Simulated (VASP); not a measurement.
# NaH (R3m) in VASP: notebook

Aim: see how the results for NaH move with the level of theory and the settings. Levels: r2SCAN, HSE06. Tasks: single point.

All numbers are computed with VASP 6.6.1; they aren't measurements. Logs are shortened: lines on timing, memory, paths and dates and some standing lists are left out, and cuts for length are marked.

### 1 The cell of the first run

The structure is trigonal, space group R3m (No. 160). Conventional cell: a = 3.489 Å, b = 3.489 Å, c = 9.201 Å, α = 90.00°, β = 90.00°, γ = 120.00°. Within 2.9 Å of Na (site symmetry 3m) lie 4 H at 2.19 to 2.20 Å. H (site symmetry 3m) has 4 Na at 2.19 to 2.20 Å within 2.9 Å.

### 2 Single point, r2SCAN (epitaxial 111 strain -5.0%)

POSCAR

```
NaH
1.0
    0.1259739065      2.5930489098      2.5930489098
    2.5930489098      0.1259739065      2.5930489098
    2.5930489098      2.5930489098      0.1259739065
Na H
1 1
Direct
    0.0051743684      0.0051743684      0.0051743684
    0.2448256316      0.2448256316      0.2448256316
```

INCAR.step1

```
PREC = Accurate ; ENCUT = 520
ISMEAR = 0 ; SIGMA = 0.01
LREAL = F ; LASPH = T
NELM = 80 ; NBANDS = 11
GGA = PE ; ALGO = Normal
EDIFF = 1E-4 ; LWAVE = T
LCHARG = F
```

INCAR.step2

```
PREC = Accurate ; ENCUT = 520
EDIFF = 1E-6 ; ISMEAR = 0
SIGMA = 0.01 ; LREAL = F
LASPH = T ; NELM = 80
ALGO = Normal ; ISIF = 2
LWAVE = F ; LCHARG = F
METAGGA = R2SCAN ; LMIXTAU = T
NBANDS = 11 ; ISTART = 1
```

KPOINTS

```
Automatic mesh
0
Gamma
  8 8 8
```

Potentials or basis: VASP PAW PBE potentials, release 64 (Na_pv, H).

Started as:

```console
$ cat potpaw_PBE.64/Na_pv/POTCAR potpaw_PBE.64/H/POTCAR > POTCAR
$ cp INCAR.step1 INCAR
$ mpirun -np 1 vasp_std > vasp.out
$ cp INCAR.step2 INCAR
$ mpirun -np 1 vasp_std > vasp.out
```

OUTCAR:

```text
PREC = Accurate
   ENCUT = 520
   EDIFF = 1E-6
   ISMEAR = 0
   LREAL = F
   LASPH = T
   NELM = 80
   ISIF = 2
   METAGGA = R2SCAN
   ISTART = 1

 ion  position               nearest neighbor table
   1  0.005  0.005  0.005-
   2  0.245  0.245  0.245-

  LATTYP: Found a trigonal (rhomboedric) cell.
 ALAT       =     3.6692880403
 COS(alpha) =     0.5479347803

  Lattice vectors:

 A1 = (   0.1259739065,   2.5930489098,   2.5930489098)
 A2 = (   2.5930489098,   0.1259739065,   2.5930489098)
 A3 = (   2.5930489098,   2.5930489098,   0.1259739065)

Analysis of symmetry for initial positions (statically):
=====================================================================
 Subroutine PRICEL returns:
 Original cell was already a primitive cell.

 Routine SETGRP: Setting up the symmetry group for a
 trigonal (rhombohedral) supercell.

 Subroutine GETGRP returns: Found  6 space group operations
 (whereof  6 operations were pure point group operations)
 out of a pool of 12 trial point group operations.

The static configuration has the point symmetry C_3v.

Analysis of symmetry for dynamics (positions and initial velocities):
=====================================================================
 Subroutine PRICEL returns:
 Original cell was already a primitive cell.

 Routine SETGRP: Setting up the symmetry group for a
 trigonal (rhombohedral) supercell.

 Subroutine GETGRP returns: Found  6 space group operations
 (whereof  6 operations were pure point group operations)
 out of a pool of 12 trial point group operations.

The dynamic configuration has the point symmetry C_3v.

 Subroutine INISYM returns: Found  6 space group operations
 (whereof  6 operations are pure point group operations),
 and found     1 'primitive' translations

----------------------------------------------------------------------------------------

                                     Primitive cell

  volume of cell :      32.3317

  direct lattice vectors                    reciprocal lattice vectors
     0.125973907  2.593048910  2.593048910    -0.207475380  0.197862925  0.197862925
     2.593048910  0.125973907  2.593048910     0.197862925 -0.207475380  0.197862925
     2.593048910  2.593048910  0.125973907     0.197862925  0.197862925 -0.207475380

  length of vectors
     3.669288040  3.669288040  3.669288040     0.348346821  0.348346821  0.348346821

  position of ions in fractional coordinates (direct lattice)
     0.005174368  0.005174368  0.005174368
     0.244825632  0.244825632  0.244825632

  ion indices of the primitive-cell ions
   primitive index   ion index
                 1           1
                 2           2

----------------------------------------------------------------------------------------

 KPOINTS: Automatic mesh

Automatic generation of k-mesh.
 Grid dimensions read from file:
 generate k-points for:    8    8    8

 Generating k-lattice:

  Cartesian coordinates                     Fractional coordinates (reciprocal lattice)
    -0.025934422  0.024732866  0.024732866     0.125000000  0.000000000  0.000000000
     0.024732866 -0.025934422  0.024732866     0.000000000  0.125000000  0.000000000
     0.024732866  0.024732866 -0.025934422     0.000000000  0.000000000  0.125000000

  Length of vectors
     0.043543353  0.043543353  0.043543353

  Shift w.r.t. Gamma in fractional coordinates (k-lattice)
     0.000000000  0.000000000  0.000000000

 Subroutine IBZKPT returns following result:
 ===========================================

 Found     65 irreducible k-points:

 Following reciprocal coordinates:
            Coordinates               Weight
  0.000000  0.000000  0.000000      1.000000
  0.125000  0.000000  0.000000      6.000000
  0.250000  0.000000  0.000000      6.000000
  0.375000  0.000000  0.000000      6.000000
  0.500000  0.000000  0.000000      3.000000
  0.125000  0.125000  0.000000      6.000000
[... 16 lines left out ...]
  0.250000  0.125000  0.125000      6.000000
  0.375000  0.125000  0.125000      6.000000
 [... further k-points ...]
   k-points           NKPTS =     65   k-points in BZ     NKDIM =     65   number of bands    NBANDS=     11
   number of dos      NEDOS =    301   number of ions     NIONS =      2
   total plane-waves  NPLWV =  21952
   dimension x,y,z NGX =    28 NGY =   28 NGZ =   28
   dimension x,y,z NGXF=    56 NGYF=   56 NGZF=   56
   ions per type =               1   1
   NGX,Y,Z   is equivalent  to a cutoff of  12.69, 12.69, 12.69 a.u.
   NGXF,Y,Z  is equivalent  to a cutoff of  25.37, 25.37, 25.37 a.u.
 SYSTEM =  unknown system
   PREC   = accura    normal or accurate (medium, high low for compatibility)
   ISTART =      1    job   : 0-new  1-cont  2-samecut
   ICHARG =      0    charge: 1-file 2-atom 10-const
   ISPIN  =      1    spin polarized calculation?
   LNONCOLLINEAR =      F non collinear calculations
   LSORBIT =      F    spin-orbit coupling
   LASPH  =      T    aspherical Exc in radial PAW
   ENCUT  =  520.0 eV  38.22 Ry    6.18 a.u.   6.82  6.82  6.82*2*pi/ulx,y,z
   NELM   =     80;   NELMIN=  2; NELMDL=  0     # of ELM steps
   EDIFF  = 0.1E-05   stopping-criterion for ELM
   LREAL  =      F    real-space projection
   EDIFFG = 0.1E-04   stopping-criterion for IOM
   NSW    =      0    number of steps for IOM
   IBRION =     -1    ionic relax: 0-MD 1-quasi-New 2-CG
   NFREE  =      0    steps in history (QN), initial steepest desc. (CG)
   ISIF   =      2    stress and relaxation
   ISYM   =      2    0-nonsym 1-usesym 2-fastsym
   POTIM  = 0.5000    time-step for ionic-motion
   TEBEG  =    0.0;   TEEND  =   0.0 temperature during run
   PSTRESS=    0.0 pullay stress
   NELECT =       8.0000    total number of electrons
   NUPDOWN=      -1.0000    fix difference up-down
   EMIN   =  10.00;   EMAX   =-10.00  energy-range for DOS
   EFERMI =   0.00;   METHOD = LEGACY
   ISMEAR =     0;   SIGMA  =   0.01  broadening in eV -4-tet -1-fermi 0-gaus
   EFERMI_NEDOS =   21; number of points for ismear=-14 and -15
   IALGO  =     38    algorithm
   IMIX   =      4    mixing-type and parameters
     AMIX     =   0.40;   BMIX     =  1.00
     AMIX_MAG =   1.60;   BMIX_MAG =  1.00
  volume/ion in A,a.u.               =      16.17       109.09
  Fermi-wavevector in a.u.,A,eV,Ry     =   1.027768  1.942201 14.371943  1.056308
  Thomas-Fermi vector in A             =   2.161730
   LORBIT       =      0    0 simple, 1 ext, 2 COOP (PROOUT), +10 PAW based schemes
   METAGGA = R2SCAN    functional components
   LHFCALC =     F    Hartree Fock is set to
   AEXX    =    0.0000 exact exchange contribution
   IVDW    =     0    specifies the selected vdW correction
   LEPSILON=     F    determine dielectric tensor
   LRPA    =     F    only Hartree local field effects (RPA)
 non-spin polarized calculation
 Gauss-broadening in eV      SIGMA  =   0.01
  energy-cutoff  :      520.00
  volume of cell :       32.33
 maximum number of plane-waves:       890
   NGX = 13   NGY = 13   NGZ = 13

 number of electron       7.9999999 magnetization

 Free energy of the ion-electron system (eV)
  ---------------------------------------------------
  ext. energy  EPLUGINS =         0.00000000
  ---------------------------------------------------
  free energy    TOTEN  =        -7.43771073 eV

  energy without entropy =       -7.43771073  energy(sigma->0) =       -7.43771073

 E-fermi :  -1.8033     XC(G=0):  -7.4871

 val. band max:       -1.9718767840   @ k =  -0.2500   0.5000   0.2500
 cond. band min:       1.7889372113   @ k =   0.5000   0.5000   0.5000
 fundamental gap:      3.7608139953
 Fermi energy:        -1.8032779227

 k-point     1 :       0.0000    0.0000    0.0000
  band No.  band energies     occupation
      1     -24.6519      2.00000
      2     -24.6519      2.00000
      3     -24.6414      2.00000
      4      -4.9924      2.00000
      5       7.2500      0.00000
      6      11.2947      0.00000
      7      12.8558      0.00000
      8      12.8558      0.00000
      9      14.8629      0.00000
     10      16.5509      0.00000
     11      16.5509      0.00000

 k-point     2 :       0.1250    0.0000    0.0000
  band No.  band energies     occupation
      1     -24.6616      2.00000
      2     -24.6535      2.00000
      3     -24.6425      2.00000
      4      -4.7486      2.00000
      5       6.5095      0.00000
      6      11.2689      0.00000
      7      11.9796      0.00000
      8      12.6060      0.00000
      9      15.5365      0.00000
     10      16.3989      0.00000
     11      16.6009      0.00000

 k-point     3 :       0.2500    0.0000    0.0000
  band No.  band energies     occupation
      1     -24.6854      2.00000
      2     -24.6575      2.00000
      3     -24.6448      2.00000
      4      -4.0668      2.00000
      5       4.8280      0.00000
      6      10.7091      0.00000
      7      11.2857      0.00000
      8      12.1853      0.00000
      9      14.7742      0.00000
     10      15.3772      0.00000
     11      16.1613      0.00000

 k-point     4 :       0.3750    0.0000    0.0000
  band No.  band energies     occupation
      1     -24.7090      2.00000
      2     -24.6615      2.00000
      3     -24.6470      2.00000
      4      -3.1539      2.00000
      5       3.0856      0.00000
      6      10.1234      0.00000
      7      11.1256      0.00000
      8      11.9015      0.00000
      9      13.6010      0.00000
     10      14.4174      0.00000
     11      15.4593      0.00000

 k-point     5 :       0.5000    0.0000    0.0000
  band No.  band energies     occupation
      1     -24.7187      2.00000
      2     -24.6632      2.00000
      3     -24.6479      2.00000
      4      -2.6307      2.00000
      5       2.2545      0.00000
      6       9.9431      0.00000
      7      11.1049      0.00000
      8      11.8102      0.00000
      9      13.1467      0.00000
     10      14.0794      0.00000
     11      15.1013      0.00000
[... 211 lines left out ...]
 k-point    21 :       0.5000    0.5000    0.0000
  band No.  band energies     occupation
      1     -24.7141      2.00000
      2     -24.6722      2.00000
      3     -24.6627      2.00000
      4      -2.0498      2.00000
      5       3.6932      0.00000
      6       6.1371      0.00000
      7       8.2751      0.00000
      8       9.3999      0.00000
      9      12.2135      0.00000
     10      20.9744      0.00000
     11      22.4081      0.00000

 k-point    22 :       0.1250    0.1250    0.1250
  band No.  band energies     occupation
      1     -24.6527      2.00000
      2     -24.6527      2.00000
      3     -24.6492      2.00000
      4      -4.7820      2.00000
      5       6.2158      0.00000
      6      11.2677      0.00000
      7      12.7184      0.00000
      8      12.7184      0.00000
      9      15.7027      0.00000
     10      16.6815      0.00000
     11      16.6815      0.00000

 k-point    23 :       0.2500    0.1250    0.1250
  band No.  band energies     occupation
      1     -24.6655      2.00000
      2     -24.6540      2.00000
      3     -24.6519      2.00000
      4      -4.4123      2.00000
      5       5.3901      0.00000
      6       9.8239      0.00000
      7      12.5683      0.00000
      8      13.2754      0.00000
      9      15.1214      0.00000
     10      15.7466      0.00000
     11      16.9876      0.00000

 k-point    24 :       0.3750    0.1250    0.1250
  band No.  band energies     occupation
      1     -24.6890      2.00000
      2     -24.6580      2.00000
      3     -24.6542      2.00000
      4      -3.6555      2.00000
      5       4.1645      0.00000
      6       8.3166      0.00000
      7      12.1995      0.00000
      8      12.6178      0.00000
      9      14.6092      0.00000
     10      14.7300      0.00000
     11      18.0515      0.00000

 [... further k-points ...]

------------------------ aborting loop because EDIFF is reached ----------------------------------------

  FORCE on cell =-STRESS in cart. coord.  units (eV):
  Direction    XX          YY          ZZ          XY          YZ          ZX
  --------------------------------------------------------------------------------------
  -------------------------------------------------------------------------------------
  Total        0.3004759      0.3004759      0.3004759     -0.1538821     -0.1538821     -0.1538821
  in kB       14.8898945     14.8898945     14.8898945     -7.6255312     -7.6255312     -7.6255312
  external PRESSURE =      14.8898945 kB  Pullay stress =       0.0000000 kB

 VOLUME and BASIS-vectors are now :
 -----------------------------------------------------------------------------
  energy-cutoff  :      520.00
  volume of cell :       32.33
      direct lattice vectors                 reciprocal lattice vectors
     0.125973907  2.593048910  2.593048910    -0.207475380  0.197862925  0.197862925
     2.593048910  0.125973907  2.593048910     0.197862925 -0.207475380  0.197862925
     2.593048910  2.593048910  0.125973907     0.197862925  0.197862925 -0.207475380

 POSITION                                       TOTAL-FORCE (eV/Angst)
 -----------------------------------------------------------------------------------
      0.02749      0.02749      0.02749        -0.008270     -0.008270     -0.008270
      1.30053      1.30053      1.30053         0.008270      0.008270      0.008270
 -----------------------------------------------------------------------------------
    total drift:                               -0.007127     -0.007127     -0.007127

  FREE ENERGIE OF THE ION-ELECTRON SYSTEM (eV)
  ---------------------------------------------------
  free  energy   TOTEN  =        -7.4377107279 eV

  energy  without entropy=       -7.4377107279  energy(sigma->0) =       -7.43771073
```

Run time: 68 s. Hardware: 1 thread of Intel Xeon Platinum 8488C (Sapphire Rapids), shared host; peak memory 0.16 GiB.

Results:

```
Free energy            : -7.4377 eV
Pressure               : 1.5 GPa
Largest force          : 0.014 eV/Å
Band gap on the k mesh : 3.76 eV (least direct gap 4.77 eV)
```

Forces in eV/Å, atoms in the order of the input:
```
Na  -0.008 -0.008 -0.008
H    0.008  0.008  0.008
```

Caveat: the cell differs from its parent crystal (epitaxial 111 strain -5.0%); the structure was generated, so it needn't be the stable form of NaH; the PAW data sets were made with another functional, which shifts forces and pressure a little. A k mesh can miss the band edges.

### 3 Single point, HSE06 (epitaxial 111 strain -5.0%)

POSCAR is that of step 2.

INCAR.step1

```
SYSTEM = NaH
PREC = Accurate
ENCUT = 520
EDIFF = 1E-5
ISMEAR = 0
SIGMA = 0.01
LREAL = .FALSE.
LASPH = .TRUE.
NELM = 100
ALGO = Normal
ISIF = 2
LWAVE = .TRUE.
LCHARG = .FALSE.
NBANDS = 11
GGA = PE
```

INCAR.step2

```
SYSTEM = NaH
PREC = Accurate
ENCUT = 520
EDIFF = 1E-6
ISMEAR = 0
SIGMA = 0.01
LREAL = .FALSE.
LASPH = .TRUE.
NELM = 100
ALGO = Normal
ISIF = 2
LWAVE = .FALSE.
LCHARG = .FALSE.
GGA = PE
LHFCALC = .TRUE.
HFSCREEN = 0.2079
PRECFOCK = Normal
NBANDS = 11
ISTART = 1
```

KPOINTS

```
regular mesh
0
G
  6 6 6
  0 0 0
```

Potentials or basis: VASP PAW PBE potentials, release 64 (Na_pv, H).

Started as:

```console
$ cat potpaw_PBE.64/Na_pv/POTCAR potpaw_PBE.64/H/POTCAR > POTCAR
$ cp INCAR.step1 INCAR
$ mpirun -np 1 vasp_std > vasp.out
$ cp INCAR.step2 INCAR
$ mpirun -np 1 vasp_std > vasp.out
```

It took 13 min on 1 thread of Intel Xeon Platinum 8488C (Sapphire Rapids), shared host; peak memory 0.27 GiB.

It converged, with:

```
Free energy            : -5.6275 eV
Pressure               : 1.7 GPa
Largest force          : 0.009 eV/Å
Band gap on the k mesh : 4.35 eV (least direct gap 5.43 eV)
```

Forces in eV/Å, atoms in the order of the input:
```
Na  -0.005 -0.005 -0.005
H    0.005  0.005  0.005
```

Stress tensor (GPa, compression positive):
```
 1.65 -0.77 -0.77
-0.77  1.65 -0.77
-0.77 -0.77  1.65
```

Levels at points of the mesh, in eV from the valence-band top:
| k point | band 1 | band 2 | band 3 | band 4 | band 5 | band 6 | band 7 | band 8 |
| --- | --- | --- | --- | --- | --- | --- | --- | --- |
| (0.00, 0.00, 0.00) | -24.13 | -24.13 | -24.12 | -3.29 | 9.95 | 14.22 | 15.81 | 15.81 |
| (0.50, 0.00, 0.00) | -24.20 | -24.14 | -24.13 | -0.71 | 4.82 | 12.44 | 13.91 | 14.65 |
| (0.50, 0.50, 0.00) | -24.19 | -24.15 | -24.14 | -0.07 | 6.26 | 8.84 | 10.92 | 12.05 |
| (0.50, 0.50, 0.50) | -24.17 | -24.14 | -24.14 | -1.08 | 4.35 | 12.94 | 15.13 | 15.13 |

Caveat: the cell differs from its parent crystal (epitaxial 111 strain -5.0%); the structure was generated, so it needn't be the stable form of NaH; the PAW data sets were made with another functional, which shifts forces and pressure a little. A k mesh can miss the band edges.
